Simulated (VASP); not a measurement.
# WSe2 in VASP: notebook, part 2 of 3

VASP 6.6.1. The steps go on from the part before.

**3. Electric field gradients, PBEsol (19.86 Å³/atom)**

This run uses another cell than the first one, of 19.86 Å³/atom.

The input, INCAR:

```
SYSTEM = WSe2
ALGO = Normal
EDIFF = 1E-8
ENCUT = 520
GGA = PS
ISIF = 2
ISMEAR = -1
LASPH = .True.
LCHARG = .False.
LEFG = .True.
LREAL = .False.
LWAVE = .False.
NBANDS = 35
NELM = 60
PREC = Accurate
SIGMA = 0.08
```

The input, KPOINTS:

```
k-points
0
Gamma
  11 11 3
  0 0 0
```

The input, POSCAR:

```
WSe2
1.0
    3.2679172587      0.0000000000      0.0000000000
   -1.6339586293      2.8300993634      0.0000000000
    0.0000000000      0.0000000000     12.8829503973
W Se
2 4
Direct
    0.3333333333      0.6666666667      0.2500000000
    0.6666666667      0.3333333333      0.7500000000
    0.3333333333      0.6666666667      0.6210000000
    0.6666666667      0.3333333333      0.1210000000
    0.3333333333      0.6666666667      0.8790000000
    0.6666666667      0.3333333333      0.3790000000
```

Potentials or basis: VASP PAW PBE potentials, release 64 (W_sv, Se).

Launch:

```
$ cat potpaw_PBE.64/W_sv/POTCAR potpaw_PBE.64/Se/POTCAR > POTCAR
$ mpirun -np 1 vasp_std > vasp.out
```

OUTCAR:

```text
SYSTEM = WSe2
   EDIFF = 1E-8
   ENCUT = 520
   GGA = PS
   ISIF = 2
   ISMEAR = -1
   LASPH = .True.
   LREAL = .False.
   NELM = 60
   PREC = Accurate

 ion  position               nearest neighbor table
   1  0.333  0.667  0.250-   4 2.51   6 2.51   4 2.51   6 2.51   4 2.51   6 2.51
   2  0.667  0.333  0.750-   3 2.51   5 2.51   3 2.51   5 2.51   3 2.51   5 2.51
   3  0.333  0.667  0.621-   2 2.51   2 2.51   2 2.51
   4  0.667  0.333  0.121-   1 2.51   1 2.51   1 2.51
   5  0.333  0.667  0.879-   2 2.51   2 2.51   2 2.51
   6  0.667  0.333  0.379-   1 2.51   1 2.51   1 2.51

  LATTYP: Found a hexagonal cell.
 ALAT       =     3.2679172587
 C/A-ratio  =     3.9422510968

  Lattice vectors:

 A1 = (   3.2679172587,   0.0000000000,   0.0000000000)
 A2 = (  -1.6339586293,   2.8300993634,   0.0000000000)
 A3 = (   0.0000000000,   0.0000000000,  12.8829503973)

Analysis of symmetry for initial positions (statically):
=====================================================================
 Subroutine PRICEL returns:
 Original cell was already a primitive cell.

 Routine SETGRP: Setting up the symmetry group for a
 hexagonal supercell.

 Subroutine GETGRP returns: Found 24 space group operations
 (whereof 12 operations were pure point group operations)
 out of a pool of 24 trial point group operations.

The static configuration has the point symmetry D_3d.
 The point group associated with its full space group is D_6h.

Analysis of symmetry for dynamics (positions and initial velocities):
=====================================================================
 Subroutine PRICEL returns:
 Original cell was already a primitive cell.

 Routine SETGRP: Setting up the symmetry group for a
 hexagonal supercell.

 Subroutine GETGRP returns: Found 24 space group operations
 (whereof 12 operations were pure point group operations)
 out of a pool of 24 trial point group operations.

The dynamic configuration has the point symmetry D_3d.
 The point group associated with its full space group is D_6h.

 Subroutine INISYM returns: Found 24 space group operations
 (whereof 12 operations are pure point group operations),
 and found     1 'primitive' translations

----------------------------------------------------------------------------------------

                                     Primitive cell

  volume of cell :     119.1484

  direct lattice vectors                    reciprocal lattice vectors
     3.267917259  0.000000000  0.000000000     0.306005300  0.176672242  0.000000000
    -1.633958629  2.830099363  0.000000000     0.000000000  0.353344484  0.000000000
     0.000000000  0.000000000 12.882950397     0.000000000  0.000000000  0.077621971

  length of vectors
     3.267917259  3.267917259 12.882950397     0.353344484  0.353344484  0.077621971

  position of ions in fractional coordinates (direct lattice)
     0.333333333  0.666666667  0.250000000
     0.666666667  0.333333333  0.750000000
     0.333333333  0.666666667  0.621000000
     0.666666667  0.333333333  0.121000000
     0.333333333  0.666666667  0.879000000
     0.666666667  0.333333333  0.379000000

[... 99 lines left out ...]
     AMIX     =   0.40;   BMIX     =  1.00
     AMIX_MAG =   1.60;   BMIX_MAG =  1.00
  volume/ion in A,a.u.               =      19.86       134.01
  Fermi-wavevector in a.u.,A,eV,Ry     =   1.241786  2.346634 20.980609  1.542031
  Thomas-Fermi vector in A             =   2.376168
   LORBIT       =      0    0 simple, 1 ext, 2 COOP (PROOUT), +10 PAW based schemes
   GGA     = PS    functional components
   LHFCALC =     F    Hartree Fock is set to
   AEXX    =    0.0000 exact exchange contribution
   IVDW    =     0    specifies the selected vdW correction
   LEPSILON=     F    determine dielectric tensor
   LRPA    =     F    only Hartree local field effects (RPA)
 non-spin polarized calculation
  energy-cutoff  :      520.00
  volume of cell :      119.15
 maximum number of plane-waves:      3246
   NGX = 13   NGY = 13   NGZ = 47

 number of electron      51.9999992 magnetization

 Free energy of the ion-electron system (eV)
  ---------------------------------------------------
  ext. energy  EPLUGINS =         0.00000000
  ---------------------------------------------------
  free energy    TOTEN  =       -46.53298716 eV

  energy without entropy =      -46.53286397  energy(sigma->0) =      -46.53292556

 E-fermi :   6.7819     XC(G=0): -11.0088

 val. band max:        6.3815325611   @ k =   0.0000   0.0000   0.0000
 cond. band min:       7.2717201183   @ k =   0.1818   0.1818   0.0000
 fundamental gap:      0.8901875572
 Fermi energy:         6.7819282624

 k-point     1 :       0.0000    0.0000    0.0000
  band No.  band energies     occupation
      1     -67.8941      2.00000
      2     -67.8940      2.00000
      3     -32.1668      2.00000
      4     -32.1667      2.00000
      5     -32.0187      2.00000
      6     -32.0187      2.00000
[... 901 lines left out ...]
     34      10.3253      0.00000
     35      13.1931      0.00000

 [... further k-points ...]
[... 5 lines left out ...]
  --------------------------------------------------------------------------------------
  -------------------------------------------------------------------------------------
  Total        1.1452631      1.1452631      2.4633749      0.0000000     -0.0000000      0.0000000
  in kB       15.4002506     15.4002506     33.1247812      0.0000000     -0.0000000      0.0000000
  external PRESSURE =      21.3084275 kB  Pullay stress =       0.0000000 kB

 VOLUME and BASIS-vectors are now :
 -----------------------------------------------------------------------------
  energy-cutoff  :      520.00
  volume of cell :      119.15
      direct lattice vectors                 reciprocal lattice vectors
     3.267917259  0.000000000  0.000000000     0.306005300  0.176672242  0.000000000
    -1.633958629  2.830099363  0.000000000     0.000000000  0.353344484  0.000000000
     0.000000000  0.000000000 12.882950397     0.000000000  0.000000000  0.077621971

 POSITION                                       TOTAL-FORCE (eV/Angst)
 -----------------------------------------------------------------------------------
     -0.00000      1.88673      3.22074        -0.000000     -0.000000      0.000000
      1.63396      0.94337      9.66221         0.000000      0.000000      0.000000
     -0.00000      1.88673      8.00031         0.000000      0.000000     -0.273563
      1.63396      0.94337      1.55884        -0.000000     -0.000000     -0.273563
     -0.00000      1.88673     11.32411         0.000000      0.000000      0.273563
      1.63396      0.94337      4.88264        -0.000000     -0.000000      0.273563
 -----------------------------------------------------------------------------------
    total drift:                               -0.000000      0.000000     -0.000000

  FREE ENERGIE OF THE ION-ELECTRON SYSTEM (eV)
  ---------------------------------------------------
  free  energy   TOTEN  =       -46.5329871577 eV

  energy  without entropy=      -46.5328639706  energy(sigma->0) =      -46.53292556

 Electric field gradients (V/A^2)
---------------------------------------------------------------------
 ion       V_xx      V_yy      V_zz      V_xy      V_xz      V_yz
---------------------------------------------------------------------
   1      78.137    78.138  -156.274     0.001     0.000    -0.000
   2      78.137    78.138  -156.274     0.001    -0.000     0.000
   3      39.048    39.048   -78.096    -0.000    -0.000     0.000
   4      39.048    39.048   -78.096    -0.000     0.000    -0.000
   5      39.048    39.048   -78.096    -0.000     0.000    -0.000
   6      39.048    39.048   -78.096    -0.000    -0.000     0.000
---------------------------------------------------------------------

 Electric field gradients after diagonalization (V/A^2)
 (convention: |V_zz| > |V_xx| > |V_yy|)
----------------------------------------------------------------------
 ion       V_xx      V_yy      V_zz     asymmetry (V_yy - V_xx)/ V_zz
----------------------------------------------------------------------
   1      78.138    78.136  -156.274       0.000
   2      78.138    78.136  -156.274       0.000
   3      39.048    39.048   -78.096       0.000
   4      39.048    39.048   -78.096       0.000
   5      39.048    39.048   -78.096       0.000
   6      39.048    39.048   -78.096       0.000
----------------------------------------------------------------------

           NMR quadrupolar parameters

 Cq : quadrupolar parameter    Cq=e*Q*V_zz/h
 eta: asymmetry parameters     (V_yy - V_xx)/ V_zz
 Q  : nuclear electric quadrupole moment in mb (millibarn)
----------------------------------------------------------------------
 ion       Cq(MHz)       eta       Q (mb)
----------------------------------------------------------------------
   1      -0.378       0.000       1.000
   2      -0.378       0.000       1.000
   3      -0.189       0.000       1.000
   4      -0.189       0.000       1.000
   5      -0.189       0.000       1.000
   6      -0.189       0.000       1.000
----------------------------------------------------------------------
```

OSZICAR:

```text
N       E                     dE             d eps       ncg     rms          rms(c)
DAV:   1     0.501768007100E+03    0.50177E+03   -0.27856E+04  2480   0.145E+03
DAV:   2    -0.160836669127E+02   -0.51785E+03   -0.49928E+03  2585   0.394E+02
DAV:   3    -0.477171095475E+02   -0.31633E+02   -0.31069E+02  2714   0.910E+01
DAV:   4    -0.484397391866E+02   -0.72263E+00   -0.71840E+00  2701   0.139E+01
DAV:   5    -0.484488988108E+02   -0.91596E-02   -0.91503E-02  2681   0.171E+00    0.319E+01
DAV:   6    -0.469237393778E+02    0.15252E+01   -0.53453E+00  2506   0.153E+01    0.115E+01
DAV:   7    -0.466975406429E+02    0.22620E+00   -0.24837E+00  2352   0.748E+00    0.564E+00
DAV:   8    -0.465335996336E+02    0.16394E+00   -0.35972E-01  2509   0.409E+00    0.127E+00
DAV:   9    -0.465347990750E+02   -0.11994E-02   -0.55436E-02  2658   0.110E+00    0.860E-01
DAV:  10    -0.465330617044E+02    0.17374E-02   -0.12381E-02  2518   0.755E-01    0.153E-01
DAV:  11    -0.465330367528E+02    0.24952E-04   -0.15783E-03  2483   0.255E-01    0.176E-01
DAV:  12    -0.465329960766E+02    0.40676E-04   -0.54142E-05  2562   0.482E-02    0.112E-01
DAV:  13    -0.465329867175E+02    0.93591E-05   -0.73764E-05  2510   0.529E-02    0.708E-03
DAV:  14    -0.465329871388E+02   -0.42129E-06   -0.45093E-06  2729   0.113E-02    0.827E-03
DAV:  15    -0.465329871092E+02    0.29616E-07   -0.27495E-07  2636   0.290E-03    0.749E-03
DAV:  16    -0.465329871550E+02   -0.45790E-07   -0.16403E-07  2451   0.211E-03    0.239E-03
DAV:  17    -0.465329871577E+02   -0.27503E-08   -0.25698E-08  2049   0.856E-04
   1 F= -.46532987E+02 E0= -.46532926E+02  d E =-.123187E-03
```

Run time: 3.3 min. Hardware: 1 thread of Intel Xeon 8259CL, shared host; peak memory 0.29 GiB.

Results:

| Quantity | Value |
| --- | --- |
| Free energy | -46.5330 eV |
| Pressure | 2.1 GPa |
| Largest force | 0.274 eV/Å |
| Band gap on the k mesh | 0.89 eV (least direct gap 1.78 eV) |
| Largest electric field gradient by atom | W -156.3; Se -78.1 V/Å² |

Forces on the atoms (eV/Å):
```
W    0.000  0.000  0.000
W    0.000  0.000  0.000
Se   0.000  0.000 -0.274
Se   0.000  0.000 -0.274
Se   0.000  0.000  0.274
Se   0.000  0.000  0.274
```

Stress tensor (GPa, compression positive):
```
1.54 0.00 0.00
0.00 1.54 0.00
0.00 0.00 3.31
```

Levels at points of the mesh, in eV from the valence-band top:
```tsv
k point	band 22	band 23	band 24	band 25	band 26	band 27	band 28	band 29	band 30	band 31
(0.00, 0.00, 0.00)	-1.55	-1.55	-1.20	-1.06	0.00	2.68	2.68	2.73	2.73	2.81
```

Electric field gradients, principal values (V/Å²):
| atom | least | middle | greatest (by size) |
| --- | --- | --- | --- |
| 1 W | 78.136 | 78.138 | -156.274 |
| 2 W | 78.136 | 78.138 | -156.274 |
| 3 Se | 39.048 | 39.048 | -78.096 |
| 4 Se | 39.048 | 39.048 | -78.096 |
| 5 Se | 39.048 | 39.048 | -78.096 |
| 6 Se | 39.048 | 39.048 | -78.096 |

Caveat: without QUAD_EFG the Cq values of the log hold for a quadrupole moment of 1 mb, not for the nuclei; the PAW data sets were made with another functional, which shifts forces and pressure a little; spin-orbit coupling is left out, which moves the levels of the heavy elements; an odd mesh through Γ misses points on the zone boundary, where band edges can lie; this functional lacks dispersion, which binds the layers, so the pressure and a relaxed spacing across them are unreliable.

(Continued in part 3 of 3.)
